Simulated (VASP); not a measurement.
# HfO2 (P-3m1) in VASP: notebook

The runs below take HfO2 through relaxation of cell and atoms, relaxation of shape and atoms at fixed volume, with PBEsol.

All numbers are computed with VASP 6.6.1; they aren't measurements. Logs are shortened: lines on timing, memory, paths and dates and some standing lists are left out, and cuts for length are marked.

### Step 1. The cell of the first run

The structure is trigonal, space group P-3m1 (No. 164). Conventional cell: a = 3.220 Å, b = 3.220 Å, c = 5.042 Å, α = 90.00°, β = 90.00°, γ = 120.00°. Hf (site symmetry -3m) has 6 O at 2.09 Å within 2.8 Å. O (site symmetry 3m) has 3 Hf at 2.09 Å and 3 O at 2.68 Å within 2.8 Å.

### Step 2. Relaxation of cell and atoms, PBEsol

The input, INCAR:

```
PREC = Accurate ; ENCUT = 600
EDIFF = 1E-6 ; ISMEAR = 0
SIGMA = 0.05 ; LREAL = F
LASPH = T ; NELM = 80
ALGO = Normal ; ISIF = 3
LWAVE = F ; LCHARG = F
GGA = PS ; IBRION = 2
NSW = 50 ; EDIFFG = -0.01
```

The input, KPOINTS:

```
regular mesh
0
Gamma
  12 12 6
```

The input, POSCAR:

```
HfO2
1.0
    3.2196044348      0.0000000000      0.0000000000
   -1.6098022174      2.7882592307      0.0000000000
    0.0000000000      0.0000000000      5.0421791198
Hf O
1 2
Direct
    0.0000000000      0.0000000000      0.0000000000
    0.3333333333      0.6666666667      0.1913039684
    0.6666666667      0.3333333333      0.8086960316
```

Potentials or basis: VASP PAW PBE potentials, release 64 (Hf_pv, O).

The run is started by

```console
cat potpaw_PBE.64/Hf_pv/POTCAR potpaw_PBE.64/O/POTCAR > POTCAR
mpirun -np 1 vasp_std > vasp.out
```

OUTCAR:

```text
PREC = Accurate
   ENCUT = 600
   EDIFF = 1E-6
   ISMEAR = 0
   LREAL = F
   LASPH = T
   NELM = 80
   ISIF = 3
   GGA = PS
   IBRION = 2
   NSW = 50
   EDIFFG = -0.01

 ion  position               nearest neighbor table
   1  0.000  0.000  0.000-   2 2.09   3 2.09   3 2.09   2 2.09   3 2.09   2 2.09
   2  0.333  0.667  0.191-   1 2.09   1 2.09   1 2.09
   3  0.667  0.333  0.809-   1 2.09   1 2.09   1 2.09

  LATTYP: Found a hexagonal cell.
 ALAT       =     3.2196044348
 C/A-ratio  =     1.5660865246

  Lattice vectors:

 A1 = (   3.2196044348,   0.0000000000,   0.0000000000)
 A2 = (  -1.6098022174,   2.7882592307,   0.0000000000)
 A3 = (   0.0000000000,   0.0000000000,   5.0421791198)

Analysis of symmetry for initial positions (statically):
=====================================================================
 Subroutine PRICEL returns:
 Original cell was already a primitive cell.

 Routine SETGRP: Setting up the symmetry group for a
 hexagonal supercell.

 Subroutine GETGRP returns: Found 12 space group operations
 (whereof 12 operations were pure point group operations)
 out of a pool of 24 trial point group operations.

The static configuration has the point symmetry D_3d.

Analysis of symmetry for dynamics (positions and initial velocities):
=====================================================================
 Subroutine PRICEL returns:
 Original cell was already a primitive cell.

 Routine SETGRP: Setting up the symmetry group for a
 hexagonal supercell.

 Subroutine GETGRP returns: Found 12 space group operations
 (whereof 12 operations were pure point group operations)
 out of a pool of 24 trial point group operations.

The dynamic configuration has the point symmetry D_3d.

 Subroutine INISYM returns: Found 12 space group operations
 (whereof 12 operations are pure point group operations),
 and found     1 'primitive' translations

----------------------------------------------------------------------------------------

                                     Primitive cell

  volume of cell :      45.2641

  direct lattice vectors                    reciprocal lattice vectors
     3.219604435  0.000000000  0.000000000     0.310597162  0.179323355  0.000000000
    -1.609802217  2.788259231  0.000000000     0.000000000  0.358646710  0.000000000
     0.000000000  0.000000000  5.042179120     0.000000000  0.000000000  0.198326949

  length of vectors
     3.219604435  3.219604435  5.042179120     0.358646710  0.358646710  0.198326949

  position of ions in fractional coordinates (direct lattice)
     0.000000000  0.000000000  0.000000000
     0.333333333  0.666666667  0.191303968
     0.666666667  0.333333333  0.808696032

  ion indices of the primitive-cell ions
   primitive index   ion index
                 1           1
                 2           2
                 3           3

----------------------------------------------------------------------------------------

 KPOINTS: regular mesh

Automatic generation of k-mesh.
 Grid dimensions read from file:
 generate k-points for:   12   12    6

 Generating k-lattice:

  Cartesian coordinates                     Fractional coordinates (reciprocal lattice)
     0.025883097  0.014943613  0.000000000     0.083333333  0.000000000  0.000000000
     0.000000000  0.029887226  0.000000000     0.000000000  0.083333333  0.000000000
     0.000000000  0.000000000  0.033054491     0.000000000  0.000000000  0.166666667

  Length of vectors
     0.029887226  0.029887226  0.033054491

  Shift w.r.t. Gamma in fractional coordinates (k-lattice)
     0.000000000  0.000000000  0.000000000

 Subroutine IBZKPT returns following result:
 ===========================================

 Found    100 irreducible k-points:

 Following reciprocal coordinates:
            Coordinates               Weight
  0.000000  0.000000  0.000000      1.000000
  0.083333  0.000000  0.000000      6.000000
  0.166667  0.000000  0.000000      6.000000
  0.250000  0.000000  0.000000      6.000000
  0.333333 -0.000000  0.000000      6.000000
  0.416667  0.000000  0.000000      6.000000
[... 16 lines left out ...]
  0.166667  0.000000  0.166667      6.000000
  0.000000  0.166667  0.166667      6.000000
 [... further k-points ...]
   k-points           NKPTS =    100   k-points in BZ     NKDIM =    100   number of bands    NBANDS=     15
   number of dos      NEDOS =    301   number of ions     NIONS =      3
   total plane-waves  NPLWV =  31360
   dimension x,y,z NGX =    28 NGY =   28 NGZ =   40
   dimension x,y,z NGXF=    56 NGYF=   56 NGZF=   80
   ions per type =               1   2
   NGX,Y,Z   is equivalent  to a cutoff of  14.46, 14.46, 13.19 a.u.
   NGXF,Y,Z  is equivalent  to a cutoff of  28.92, 28.92, 26.38 a.u.
 SYSTEM =  unknown system
   PREC   = accura    normal or accurate (medium, high low for compatibility)
   ISTART =      0    job   : 0-new  1-cont  2-samecut
   ICHARG =      2    charge: 1-file 2-atom 10-const
[... 59 lines left out ...]

  FORCE on cell =-STRESS in cart. coord.  units (eV):
  Direction    XX          YY          ZZ          XY          YZ          ZX
  --------------------------------------------------------------------------------------
  -------------------------------------------------------------------------------------
  Total       -0.7612731     -0.7612731     -0.4174240      0.0000000      0.0000000     -0.0000000
  in kB      -26.9461770    -26.9461770    -14.7752230      0.0000000      0.0000000     -0.0000000
  external PRESSURE =     -22.8891923 kB  Pullay stress =       0.0000000 kB

 VOLUME and BASIS-vectors are now :
 -----------------------------------------------------------------------------
  energy-cutoff  :      600.00
  volume of cell :       45.26
      direct lattice vectors                 reciprocal lattice vectors
     3.219604435  0.000000000  0.000000000     0.310597162  0.179323355  0.000000000
    -1.609802217  2.788259231  0.000000000     0.000000000  0.358646710  0.000000000
     0.000000000  0.000000000  5.042179120     0.000000000  0.000000000  0.198326949
[... 38 lines left out ...]
 POSITION                                       TOTAL-FORCE (eV/Angst)
 -----------------------------------------------------------------------------------
      0.00000      0.00000     -0.00000         0.000000      0.000000      0.000000
     -0.00000      1.83608      0.94868        -0.000000     -0.000000      0.448536
      1.59010      0.91804      4.05965         0.000000      0.000000     -0.448536
 -----------------------------------------------------------------------------------
    total drift:                               -0.000000      0.000000     -0.000000

  FREE ENERGIE OF THE ION-ELECTRON SYSTEM (eV)
  ---------------------------------------------------
  free  energy   TOTEN  =       -31.0045789870 eV

  energy  without entropy=      -31.0045789870  energy(sigma->0) =      -31.00457899

--------------------------------------- Ionic step        3  -------------------------------------------

 number of electron      22.0000000 magnetization

 Free energy of the ion-electron system (eV)
  ---------------------------------------------------
  ext. energy  EPLUGINS =         0.00000000
  ---------------------------------------------------
  free energy    TOTEN  =       -31.02335037 eV

  energy without entropy =      -31.02335037  energy(sigma->0) =      -31.02335037

 E-fermi :   0.3446     XC(G=0):  -9.8291

 val. band max:        0.0812704130   @ k =   0.1667   0.1667   0.0000
 cond. band min:       4.8622000175   @ k =   0.5000   0.0000   0.0000
 fundamental gap:      4.7809296045
 Fermi energy:         0.3445830479

 k-point     1 :       0.0000    0.0000    0.0000
  band No.  band energies     occupation
      1     -28.8262      2.00000
      2     -28.3251      2.00000
      3     -28.3251      2.00000
      4     -17.1205      2.00000
      5     -15.0243      2.00000
      6      -3.6834      2.00000
      7      -3.6834      2.00000
      8      -3.5623      2.00000
      9      -0.2390      2.00000
     10      -0.1828      2.00000
     11      -0.1828      2.00000
     12       5.2778      0.00000
     13       5.2778      0.00000
     14       5.4233      0.00000
     15       8.0312      0.00000
[... 397 lines left out ...]
 k-point    24 :       0.0000    0.1667    0.1667
  band No.  band energies     occupation
      1     -28.7783      2.00000
      2     -28.5723      2.00000
      3     -28.3686      2.00000
      4     -16.6582      2.00000
      5     -15.3162      2.00000
      6      -3.5837      2.00000
      7      -3.3510      2.00000
      8      -3.0380      2.00000
      9      -1.2244      2.00000
     10      -0.5240      2.00000
     11      -0.1544      2.00000
     12       5.2556      0.00000
     13       5.8787      0.00000
     14       6.2519      0.00000
     15       7.9753      0.00000

 [... further k-points ...]

------------------------ aborting loop because EDIFF is reached ----------------------------------------

  FORCE on cell =-STRESS in cart. coord.  units (eV):
  Direction    XX          YY          ZZ          XY          YZ          ZX
  --------------------------------------------------------------------------------------
  -------------------------------------------------------------------------------------
  Total        0.0114114      0.0114114     -0.0234347      0.0000000      0.0000000      0.0000000
  in kB        0.4079600      0.4079600     -0.8377970      0.0000000      0.0000000      0.0000000
  external PRESSURE =      -0.0072923 kB  Pullay stress =       0.0000000 kB

 VOLUME and BASIS-vectors are now :
 -----------------------------------------------------------------------------
  energy-cutoff  :      600.00
  volume of cell :       44.82
      direct lattice vectors                 reciprocal lattice vectors
     3.207053306  0.000000000 -0.000000000     0.311812715  0.180025155  0.000000000
    -1.603526653  2.777389634  0.000000000     0.000000000  0.360050310  0.000000000
    -0.000000000  0.000000000  5.031401188     0.000000000  0.000000000  0.198751792

 POSITION                                       TOTAL-FORCE (eV/Angst)
 -----------------------------------------------------------------------------------
     -0.00000      0.00000      5.03140         0.000000      0.000000      0.000000
     -0.00000      1.85159      0.95955         0.000000     -0.000000     -0.001092
      1.60353      0.92580      4.07185        -0.000000      0.000000      0.001092
 -----------------------------------------------------------------------------------
    total drift:                                0.000000     -0.000000      0.000000

  FREE ENERGIE OF THE ION-ELECTRON SYSTEM (eV)
  ---------------------------------------------------
  free  energy   TOTEN  =       -31.0233503691 eV

  energy  without entropy=      -31.0233503691  energy(sigma->0) =      -31.02335037

 reached required accuracy - stopping structural energy minimisation
```

Run time: 3.7 min. Hardware: 1 thread of Intel Xeon 8259CL, shared host; peak memory 0.25 GiB.

What came out:

```
Free energy                           : -31.0234 eV
Relaxed volume                        : 14.94 Å³/atom
Relaxed cell                          : a = 3.207 Å, b = 3.207 Å, c = 5.031 Å, α = 90.00°, β = 90.00°, γ = 120.00°
Space group after relaxing (to 0.1 Å) : P-3m1 (No. 164)
Energy gained by relaxing             : 1.4 meV/atom
Ionic steps                           : 3
Pressure after relaxing               : 0.0 GPa
Band gap on the k mesh                : 4.78 eV (least direct gap 5.05 eV)
```

Step by step:
| step | energy change (eV) | largest force (eV/Å) | pressure (GPa) | volume (Å³) |
| --- | --- | --- | --- | --- |
| 1 | 0.0000 | 0.1969 | -2.29 | 45.26 |
| 2 | 0.0147 | 0.4485 | 5.07 | 43.87 |
| 3 | -0.0041 | 0.0011 | 0.00 | 44.82 |

Final structure:
```xyz
3
Lattice="3.2071 0.0000 0.0000 -1.6035 2.7774 0.0000 0.0000 0.0000 5.0314" Properties=species:S:1:pos:R:3 pbc="T T T"
Hf    0.0000    0.0000    5.0314
O     0.0000    1.8516    0.9596
O     1.6035    0.9258    4.0718
```

Caveat: the PAW data sets were made with another functional, which shifts forces and pressure a little; spin-orbit coupling is left out, which moves the levels of the heavy elements.

### Step 3. Relaxation of shape and atoms at fixed volume, PBEsol (15.58 Å³/atom)

This run uses another cell than the first one, of 15.58 Å³/atom.

The input, INCAR:

```
ALGO = Normal
EDIFF = 1E-6
EDIFFG = -0.01
ENCUT = 600
GGA = PS
IBRION = 2
ISIF = 4
ISMEAR = 0
LASPH = T
LCHARG = F
LREAL = F
LWAVE = F
NELM = 100
NSW = 60
PREC = Accurate
SIGMA = 0.05
```

The input, KPOINTS:

```
k-points
0
Gamma
  12 12 6
```

The input, POSCAR:

```
HfO2
1.0
    3.2400980086      0.0000000000      0.0000000000
   -1.6200490043      2.8060071862      0.0000000000
    0.0000000000      0.0000000000      5.1405801181
Hf O
1 2
Direct
    0.0000000000      0.0000000000      0.0000000000
    0.3333333333      0.6666666667      0.1890109153
    0.6666666667      0.3333333333      0.8109890847
```

Potentials or basis: VASP PAW PBE potentials, release 64 (Hf_pv, O).

The run is started by

```console
cat potpaw_PBE.64/Hf_pv/POTCAR potpaw_PBE.64/O/POTCAR > POTCAR
mpirun -np 1 vasp_std > vasp.out
```

Run time: 5.3 min. Hardware: 1 thread of Intel Xeon 8259CL, shared host; peak memory 0.24 GiB.

Results (log left out):

```
Free energy                  : -31.0236 eV
Energy gained by relaxing    : 8.2 meV/atom
Ionic steps                  : 6
Pressure after relaxing      : -0.2 GPa
Largest force after relaxing : 0.006 eV/Å
Band gap on the k mesh       : 4.82 eV (least direct gap 5.08 eV)
```

Forces in eV/Å, atoms in the order of the input:
```
Hf   0.000  0.000  0.000
O    0.000  0.000  0.006
O    0.000  0.000 -0.006
```

Step by step:
| step | energy change (eV) | largest force (eV/Å) | pressure (GPa) | volume (Å³) |
| --- | --- | --- | --- | --- |
| 1 | 0.0000 | 0.4777 | -5.52 | 46.74 |
| 2 | -0.0211 | 0.1136 | -2.18 | 46.74 |
| 3 | -0.0236 | 0.0594 | -0.57 | 46.74 |
| 4 | -0.0236 | 0.0721 | -0.49 | 46.74 |
| 5 | -0.0245 | 0.0149 | -0.24 | 46.74 |
| 6 | -0.0245 | 0.0056 | -0.20 | 46.74 |

Final structure:
```xyz
3
Lattice="3.2084 0.0000 0.0000 -1.6042 2.7785 0.0000 0.0000 0.0000 5.2428" Properties=species:S:1:pos:R:3 pbc="T T T"
Hf    0.0000    0.0000    5.2428
O     0.0000    1.8523    0.9589
O     1.6042    0.9262    4.2839
```

Levels at points of the mesh, in eV from the valence-band top:
| k point | band 9 | band 10 | band 11 | band 12 | band 13 | band 14 |
| --- | --- | --- | --- | --- | --- | --- |
| (0.00, 0.00, 0.00) | -0.41 | -0.27 | -0.27 | 5.19 | 5.19 | 5.35 |
| (0.50, 0.00, 0.00) | -1.43 | -1.01 | -0.60 | 4.82 | 6.06 | 7.31 |
| (0.00, 0.00, 0.50) | -1.05 | -0.28 | -0.28 | 5.17 | 5.17 | 6.16 |
| (0.50, 0.00, 0.50) | -1.32 | -0.98 | -0.34 | 4.96 | 6.26 | 7.30 |

Caveat: the PAW data sets were made with another functional, which shifts forces and pressure a little; spin-orbit coupling is left out, which moves the levels of the heavy elements.

### Step 4. Relaxation of shape and atoms at fixed volume, PBEsol (15.88 Å³/atom)

This run uses another cell than the first one, of 15.88 Å³/atom.

The input, INCAR:

```
SYSTEM = HfO2
ALGO = Normal
EDIFF = 1E-6
EDIFFG = -0.01
ENCUT = 600
GGA = PS
IBRION = 2
ISIF = 4
ISMEAR = 0
LASPH = .True.
LCHARG = .False.
LREAL = .False.
LWAVE = .False.
NELM = 80
NSW = 60
PREC = Accurate
SIGMA = 0.05
```

The input, KPOINTS:

```
k-points
0
Gamma
  12 12 6
  0 0 0
```

The input, POSCAR:

```
HfO2
1.0
    3.2410787398      0.0000000000      0.0000000000
   -1.6205393699      2.8068565244      0.0000000000
    0.0000000000      0.0000000000      5.2382042679
Hf O
1 2
Direct
    0.0000000000      0.0000000000      0.0000000000
    0.3333333333      0.6666666667      0.1853146658
    0.6666666667      0.3333333333      0.8146853342
```

The run is started by

```console
cat potpaw_PBE.64/Hf_pv/POTCAR potpaw_PBE.64/O/POTCAR > POTCAR
mpirun -np 1 vasp_std > vasp.out
```

Wall time 5.2 min (1 thread of Intel Xeon 8259CL, shared host); peak memory 0.24 GiB.

It converged, with:

```yaml
Free_energy: -31.0236 eV
Energy_gained_by_relaxing: 8.2 meV/atom
Ionic_steps: 6
Pressure_after_relaxing: -0.2 GPa
Largest_force_after_relaxing: 0.009 eV/Å
Band_gap_on_the_k_mesh: 4.84 eV (least direct gap 5.09 eV)
```

Forces in eV/Å, atoms in the order of the input:
```
Hf   0.000  0.000  0.000
O    0.000  0.000  0.009
O    0.000  0.000 -0.009
```

Step by step:
| step | energy change (eV) | largest force (eV/Å) | pressure (GPa) | volume (Å³) |
| --- | --- | --- | --- | --- |
| 1 | 0.0000 | 0.4678 | -5.47 | 47.65 |
| 2 | -0.0210 | 0.1139 | -2.20 | 47.65 |
| 3 | -0.0236 | 0.0633 | -0.54 | 47.65 |
| 4 | -0.0236 | 0.0759 | -0.46 | 47.65 |
| 5 | -0.0245 | 0.0161 | -0.23 | 47.65 |
| 6 | -0.0246 | 0.0093 | -0.21 | 47.65 |

Final structure:
```
Hf O
1.0
     3.20858    0.00000    0.00000
    -1.60429    2.77871    0.00000
     0.00000    0.00000    5.34487
Hf O
1 2
Direct
  0.00000 0.00000 0.00000
  0.33333 0.66667 0.17935
  0.66667 0.33333 0.82065
```

Levels at points of the mesh, in eV from the valence-band top:
```
           k point  band 9  band 10  band 11  band 12  band 13  band 14
(0.00, 0.00, 0.00)   -0.45    -0.26    -0.26     5.19     5.19     5.36
(0.50, 0.00, 0.00)   -1.41    -1.01    -0.58     4.84     6.07     7.31
(0.00, 0.00, 0.50)   -1.01    -0.28    -0.28     5.17     5.17     6.13
(0.50, 0.00, 0.50)   -1.32    -0.98    -0.35     4.95     6.25     7.30
```

Caveat: the PAW data sets were made with another functional, which shifts forces and pressure a little; spin-orbit coupling is left out, which moves the levels of the heavy elements. A k mesh can miss the band edges.

### Step 5. Overview

```tsv
task	cell	gap on the mesh (eV)	pressure (GPa)	relaxed volume (Å³/atom)	largest force (eV/Å)
relaxation of cell and atoms	relaxed from a = 3.220, b = 3.220, c = 5.042 Å, angles 90.0, 90.0, 120.0°, 3 atoms, atomic positions A	4.78	0.0	14.94	-
relaxation of shape and atoms at fixed volume	relaxed from a = 3.240, b = 3.240, c = 5.141 Å, angles 90.0, 90.0, 120.0°, 3 atoms, atomic positions A	4.82	-0.2	15.58	0.01
relaxation of shape and atoms at fixed volume	relaxed from a = 3.241, b = 3.241, c = 5.238 Å, angles 90.0, 90.0, 120.0°, 3 atoms, atomic positions B	4.84	-0.2	15.88	0.01
```

Alike in all rows: level PBEsol; potentials or basis VASP PAW PBE potentials, release 64 (Hf_pv, O); no spin polarisation; k mesh 12 × 12 × 6; cutoff (eV) 600; smearing gaussian 0.05 eV.

Caveats: the PAW data sets were made with another functional, which shifts forces and pressure a little; spin-orbit coupling is left out, which moves the levels of the heavy elements.

Absolute energies hang on the potentials; compare differences alone.
